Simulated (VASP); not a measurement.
# SiC4 (I4/m) in VASP: relaxation of cell and atoms with PBE

Aim: the relaxation of cell and atoms of SiC4 with PBE.

Program: VASP 6.6.1. These are calculated values, not measurements. Logs are shortened: lines on timing, memory, paths and dates and some standing lists are left out, and cuts for length are marked.

## Step 1: The cell of the first run

The structure is tetragonal, space group I4/m (No. 87). The conventional cell has a = 5.829 Å, b = 5.829 Å, c = 3.572 Å, α = 90.00°, β = 90.00°, γ = 90.00°. Within 3.4 Å of Si (site symmetry 4/m) lie 12 C at 2.55 to 2.61 Å. C (site symmetry m) has 9 C at 2.54 to 2.66 Å and 3 Si at 2.55 to 2.61 Å within 3.4 Å.

The cell was built from a structure type or drawn by symmetry, and may not be a known phase.

## Step 2: Relaxation of cell and atoms, PBE

INCAR

```
SYSTEM = SiC4
PREC     = Accurate       ! precision mode
ENCUT    = 910            ! plane-wave cutoff, eV
EDIFF    = 1E-7           ! SCF threshold, eV
ISMEAR   = 0              ! smearing method
SIGMA    = 0.1            ! smearing width, eV
LREAL    = .False.        ! projectors in reciprocal space
LASPH    = .True.         ! aspherical terms in the spheres
NELM     = 120            ! most SCF steps
ALGO     = Normal         ! electronic algorithm
ISIF     = 3              ! what is computed and relaxed
LWAVE    = .False.        ! write WAVECAR
LCHARG   = .False.        ! write CHGCAR
GGA      = PE             ! functional
IBRION   = 2              ! ionic algorithm
NSW      = 90             ! ionic steps
EDIFFG   = -0.04          ! ionic threshold
GGA_COMPAT= .False.      
NELMIN   = 4
```

KPOINTS

```
Automatic mesh
0
Gamma
  6 6 6
  0 0 0
```

POSCAR

```
SiC4
1.0
   -2.9143305900      2.9143305900      1.7859883900
    2.9143305900     -2.9143305900      1.7859883900
    2.9143305900      2.9143305900     -1.7859883900
Si C
1 4
Direct
    0.0000000000      0.0000000000      0.0000000000
    0.6015449600      0.7953882700      0.3969332300
    0.7953882700      0.3984550400      0.1938433100
    0.2046117300      0.6015449600      0.8061566900
    0.3984550400      0.2046117300      0.6030667700
```

Potentials or basis: VASP PAW PBE potentials, release 64 (Si, C_h).

On the command line:

```
$ cat potpaw_PBE.64/Si/POTCAR potpaw_PBE.64/C_h/POTCAR > POTCAR
$ mpirun -np 1 vasp_std > vasp.out
```

OUTCAR:

```text
SYSTEM = SiC4
   PREC = Accurate
   ENCUT = 910
   EDIFF = 1E-7
   ISMEAR = 0
   LREAL = .False.
   LASPH = .True.
   NELM = 120
   ISIF = 3
   GGA = PE
   IBRION = 2
   NSW = 90
   EDIFFG = -0.04
   NELMIN = 4

 ion  position               nearest neighbor table
   1  0.000  0.000  0.000-
   2  0.602  0.795  0.397-
   3  0.795  0.398  0.194-
   4  0.205  0.602  0.806-
   5  0.398  0.205  0.603-

  LATTYP: Found a body centered tetragonal cell.
 ALAT       =     5.8286611800
 C/A-ratio  =     0.6128297168

  Lattice vectors:

 A1 = (  -2.9143305900,   2.9143305900,   1.7859883900)
 A2 = (   2.9143305900,  -2.9143305900,   1.7859883900)
 A3 = (   2.9143305900,   2.9143305900,  -1.7859883900)

Analysis of symmetry for initial positions (statically):
=====================================================================
 Subroutine PRICEL returns:
 Original cell was already a primitive cell.

 Routine SETGRP: Setting up the symmetry group for a
 body centered tetragonal supercell.

 Subroutine GETGRP returns: Found  8 space group operations
 (whereof  8 operations were pure point group operations)
 out of a pool of 16 trial point group operations.

The static configuration has the point symmetry C_4h.

Analysis of symmetry for dynamics (positions and initial velocities):
=====================================================================
 Subroutine PRICEL returns:
 Original cell was already a primitive cell.

 Routine SETGRP: Setting up the symmetry group for a
 body centered tetragonal supercell.

 Subroutine GETGRP returns: Found  8 space group operations
 (whereof  8 operations were pure point group operations)
 out of a pool of 16 trial point group operations.

The dynamic configuration has the point symmetry C_4h.

 Subroutine INISYM returns: Found  8 space group operations
 (whereof  8 operations are pure point group operations),
 and found     1 'primitive' translations

----------------------------------------------------------------------------------------

                                     Primitive cell

  volume of cell :      60.6759

  direct lattice vectors                    reciprocal lattice vectors
    -2.914330590  2.914330590  1.785988390     0.000000000  0.171565986  0.279957027
     2.914330590 -2.914330590  1.785988390     0.171565986  0.000000000  0.279957027
     2.914330590  2.914330590 -1.785988390     0.171565986  0.171565986  0.000000000

  length of vectors
     4.491814790  4.491814790  4.491814790     0.328345587  0.328345587  0.242630944

[... 88 lines left out ...]
   EDIFFG = -.4E-01   stopping-criterion for IOM
   NSW    =     90    number of steps for IOM
   IBRION =      2    ionic relax: 0-MD 1-quasi-New 2-CG
   NFREE  =      1    steps in history (QN), initial steepest desc. (CG)
   ISIF   =      3    stress and relaxation
   ISYM   =      2    0-nonsym 1-usesym 2-fastsym
   POTIM  = 0.5000    time-step for ionic-motion
   TEBEG  =    0.0;   TEEND  =   0.0 temperature during run
   PSTRESS=    0.0 pullay stress
   NELECT =      20.0000    total number of electrons
   NUPDOWN=      -1.0000    fix difference up-down
   EMIN   =  10.00;   EMAX   =-10.00  energy-range for DOS
   EFERMI =   0.00;   METHOD = LEGACY
   ISMEAR =     0;   SIGMA  =   0.10  broadening in eV -4-tet -1-fermi 0-gaus
   EFERMI_NEDOS =   21; number of points for ismear=-14 and -15
   IALGO  =     38    algorithm
   IMIX   =      4    mixing-type and parameters
     AMIX     =   0.40;   BMIX     =  1.00
     AMIX_MAG =   1.60;   BMIX_MAG =  1.00
  volume/ion in A,a.u.               =      12.14        81.89
  Fermi-wavevector in a.u.,A,eV,Ry     =   1.130870  2.137035 17.400046  1.278867
  Thomas-Fermi vector in A             =   2.267568
   LORBIT       =      0    0 simple, 1 ext, 2 COOP (PROOUT), +10 PAW based schemes
   GGA     = PE    functional components
   LHFCALC =     F    Hartree Fock is set to
   AEXX    =    0.0000 exact exchange contribution
   IVDW    =     0    specifies the selected vdW correction
   LEPSILON=     F    determine dielectric tensor
   LRPA    =     F    only Hartree local field effects (RPA)
 conjugate gradient relaxation of ions
 non-spin polarized calculation
 Gauss-broadening in eV      SIGMA  =   0.10
  energy-cutoff  :      910.00
  volume of cell :       60.68
 maximum number of plane-waves:      3828
 NGX is ok and might be reduce to    48
   NGX = 23   NGY = 23   NGZ = 23

--------------------------------------- Ionic step        1  -------------------------------------------

 number of electron      20.0000000 magnetization

 Free energy of the ion-electron system (eV)
  ---------------------------------------------------
  ext. energy  EPLUGINS =         0.00000000
  ---------------------------------------------------
  free energy    TOTEN  =       -22.69508258 eV

  energy without entropy =      -22.68216848  energy(sigma->0) =      -22.68862553

------------------------ aborting loop because EDIFF is reached ----------------------------------------

  FORCE on cell =-STRESS in cart. coord.  units (eV):
  Direction    XX          YY          ZZ          XY          YZ          ZX
  --------------------------------------------------------------------------------------
  -------------------------------------------------------------------------------------
  Total      -10.1292009    -10.1292009    -10.4970517     -0.0000000     -0.0000000      0.0000000
  in kB     -267.4665752   -267.4665752   -277.1798565     -0.0000008     -0.0000000      0.0000000
  external PRESSURE =    -270.7043356 kB  Pullay stress =       0.0000000 kB
[... 923 lines left out ...]
      3      -5.1060      2.00000
      4      -1.7365      2.00000
      5      -1.5983      2.00000
      6      -1.4371      2.00000
      7      -0.6178      2.00000
      8       0.8468      2.00000
      9       1.2507      2.00000
     10       5.0599      0.00000
     11       6.1935      0.00000
     12       8.8580      0.00000
     13       9.3732      0.00000
     14      11.9143      0.00000

 [... further k-points ...]

[... ionic steps 4 to 51 ...]

--------------------------------------- Ionic step       52  -------------------------------------------

 number of electron      20.0000000 magnetization

------------------------ aborting loop because EDIFF is reached ----------------------------------------
[... 73 lines left out ...]
--------------------------------------- Ionic step       54  -------------------------------------------

 number of electron      20.0000000 magnetization

 Free energy of the ion-electron system (eV)
  ---------------------------------------------------
  ext. energy  EPLUGINS =         0.00000000
  ---------------------------------------------------
  free energy    TOTEN  =       -39.07696830 eV

  energy without entropy =      -39.07561878  energy(sigma->0) =      -39.07629354

 E-fermi :   5.2589     XC(G=0): -10.1570

 val. band max:        5.0769519850   @ k =  -0.3333  -0.3333   0.1667
 cond. band min:       5.3486178258   @ k =  -0.3333  -0.3333   0.3333
 fundamental gap:      0.2716658408
 Fermi energy:         5.2588590403
[... 440 lines left out ...]
  FREE ENERGIE OF THE ION-ELECTRON SYSTEM (eV)
  ---------------------------------------------------
  free  energy   TOTEN  =       -39.0769682957 eV

  energy  without entropy=      -39.0756187761  energy(sigma->0) =      -39.07629354

 reached required accuracy - stopping structural energy minimisation
```

OSZICAR:

```text
N       E                     dE             d eps       ncg     rms          rms(c)
DAV:   1     0.697006210667E+02    0.69701E+02   -0.12830E+04  1008   0.196E+03
DAV:   2    -0.148426140402E+02   -0.84543E+02   -0.82167E+02  1256   0.230E+02
DAV:   3    -0.225316626376E+02   -0.76890E+01   -0.74397E+01  1454   0.620E+01
[... 572 lines left out ...]
DAV:   2    -0.390770082687E+02    0.11323E-03   -0.38082E-04  1380   0.171E-01    0.319E-02
DAV:   3    -0.390769708253E+02    0.37443E-04   -0.14794E-04  1194   0.890E-02    0.577E-03
DAV:   4    -0.390769689983E+02    0.18269E-05   -0.15463E-05  1266   0.287E-02    0.365E-03
DAV:   5    -0.390769683787E+02    0.61963E-06   -0.17370E-06  1326   0.105E-02    0.117E-03
DAV:   6    -0.390769682957E+02    0.83048E-07   -0.10942E-07   910   0.299E-03
  54 F= -.39076968E+02 E0= -.39076294E+02  d E =-.586990E-02
```

Run time: 29 min. Hardware: 1 thread of Intel Xeon 6975P-C (Granite Rapids), shared host; peak memory 0.4 GiB.

What came out:

* Free energy: -39.0770 eV
* Relaxed volume: 10.74 Å³/atom
* Relaxed cell: a = 4.816 Å, b = 4.816 Å, c = 4.816 Å, α = 93.80°, β = 93.80°, γ = 150.15°
* Space group after relaxing (to 0.1 Å): I4/mmm (No. 139)
* Energy gained by relaxing: 3276.4 meV/atom
* Ionic steps: 54
* Pressure after relaxing: 0.0 GPa
* Largest force after relaxing: 0.012 eV/Å
* Band gap on the k mesh: zero (bands 10 and 11 overlap by 3.54 eV)

Forces in eV/Å, atoms in the order of the input:
```
Si   0.000  0.000  0.000
C   -0.010  0.007  0.000
C   -0.007 -0.010  0.000
C    0.007  0.010  0.000
C    0.010 -0.007  0.000
```

Stress tensor (GPa, compression positive):
```
 0.07  0.00  0.00
 0.00  0.07  0.00
 0.00  0.00 -0.15
```

The path:
| step | energy change (eV) | largest force (eV/Å) | pressure (GPa) | volume (Å³) |
| --- | --- | --- | --- | --- |
| 1 | 0.0000 | 0.5903 | -27.07 | 60.68 |
| 3 | -2.5333 | 0.8149 | -0.21 | 40.32 |
| 5 | -2.7220 | 1.2382 | 2.68 | 39.72 |
| 7 | -5.7467 | 2.7418 | 14.59 | 37.62 |
| 9 | -8.1258 | 1.6821 | 29.61 | 35.81 |
| 11 | -8.1512 | 1.7028 | 31.28 | 35.68 |
| 13 | -8.2403 | 1.8675 | 32.46 | 35.65 |
| 15 | -8.3371 | 2.0435 | 32.26 | 35.69 |
| 17 | -8.8909 | 1.6323 | 28.89 | 36.48 |
| 19 | -10.6551 | 0.4495 | 27.30 | 39.68 |
| 21 | -10.5866 | 2.5658 | 57.99 | 52.38 |
| 23 | -12.2318 | 1.3841 | 40.03 | 49.60 |
| 25 | -13.0815 | 0.8980 | 4.64 | 59.09 |
| 27 | -13.1216 | 0.8156 | 4.86 | 58.64 |
| 29 | -13.1761 | 0.6788 | -0.43 | 56.71 |
| 31 | -13.2475 | 0.7136 | 2.51 | 57.61 |
| 33 | -13.4414 | 0.7247 | 6.30 | 58.61 |
| 35 | -14.2467 | 2.0696 | -9.96 | 62.73 |
| 37 | -14.2742 | 1.8574 | -6.36 | 62.25 |
| 39 | -14.3848 | 2.1783 | -10.56 | 62.16 |
| 41 | -14.3937 | 2.3610 | -11.99 | 62.14 |
| 43 | -14.9169 | 2.8612 | -11.11 | 59.48 |
| 45 | -15.2125 | 3.1661 | -10.60 | 57.40 |
| 47 | -16.1052 | 1.5259 | 9.28 | 51.20 |
| 49 | -16.3528 | 0.3133 | 0.38 | 52.89 |
| 51 | -16.3739 | 0.1332 | 1.63 | 53.05 |
| 53 | -16.3816 | 0.0475 | 0.42 | 53.60 |
| 54 | -16.3819 | 0.0120 | -0.01 | 53.72 |

Final structure:
```
CELL_PARAMETERS angstrom
-3.29032 3.29032 1.24045
3.29032 -3.29032 1.24045
3.29032 3.29032 -1.24045
ATOMIC_POSITIONS crystal
Si 0.00000 0.00000 0.00000
C 0.78395 0.78409 0.56805
C 0.78409 0.21605 0.00014
C 0.21591 0.78395 0.99986
C 0.21605 0.21591 0.43195
```

Caveat: the cutoff is under 1.25 times the usual one of these potentials, so pressure, stress and relaxed cells hold a basis-set (Pulay) error.
